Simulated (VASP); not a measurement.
Set up this calculation in VASP 6.6.1, as the native input.

```yaml
Task: relaxation of cell and atoms
Functional: PBE
Potentials_or_basis: VASP PAW PBE potentials, release 64 (Mg, Cd, S)
Cutoff: 600 eV
k_mesh: 10 × 10 × 10
Occupations: gaussian, width 0.02 eV
Spin: no spin polarisation
Dipole_correction: no
Further_INCAR_settings: ALGO = Normal; EDIFF = 1e-06; IBRION = 2; EDIFFG = -0.01; NSW = 100; ISIF = 3
```

The structure of MgCd2S3 lies in POSCAR:

```
MgCd2S3
1.0
   -2.0692688738      2.0692688738      8.7417948938
    2.0692688738     -2.0692688738      8.7417948938
    2.0692688738      2.0692688738     -8.7417948938
Mg Cd S
1 2 3
Direct
    0.0000000000      0.0000000000      0.0000000000
    0.3361530078      0.3361530078      0.0000000000
    0.6638469922      0.6638469922      0.0000000000
    0.2500000000      0.7500000000      0.5000000000
    0.5774675299      0.0774675299      0.5000000000
    0.9225324701      0.4225324701      0.5000000000
```

One way to write it, as run:

INCAR

```
PREC = Accurate
ENCUT = 600
EDIFF = 1E-6
ISMEAR = 0
SIGMA = 0.02
LREAL = False
LASPH = True
NELM = 60
ALGO = Normal
ISIF = 3
LWAVE = False
LCHARG = False
GGA = PE
IBRION = 2
NSW = 100
EDIFFG = -0.01
```

KPOINTS

```
regular mesh
0
Gamma
  10 10 10
```

Potentials or basis: VASP PAW PBE potentials, release 64 (Mg, Cd, S).

Run with:

```sh
$ cat potpaw_PBE.64/Mg/POTCAR potpaw_PBE.64/Cd/POTCAR potpaw_PBE.64/S/POTCAR > POTCAR
$ mpirun -np 1 vasp_std > vasp.out
```

It gave:

- Relaxed volume: 25.06 Å³/atom
- Relaxed cell: a = 9.228 Å, b = 9.228 Å, c = 9.228 Å, α = 154.04°, β = 154.04°, γ = 37.05°
- Space group after relaxing (to 0.1 Å): I-4m2 (No. 119)
- Energy gained by relaxing: 0.1 meV/atom
- Ionic steps: 9
- Pressure after relaxing: 0.0 GPa
- Largest force after relaxing: 0.007 eV/Å
- Band gap on the k mesh: 1.65 eV

It took 2.8 h on 1 thread of Oxide Virtual Turin-like Processor, with other jobs on the host, peak memory 1.4 GiB.
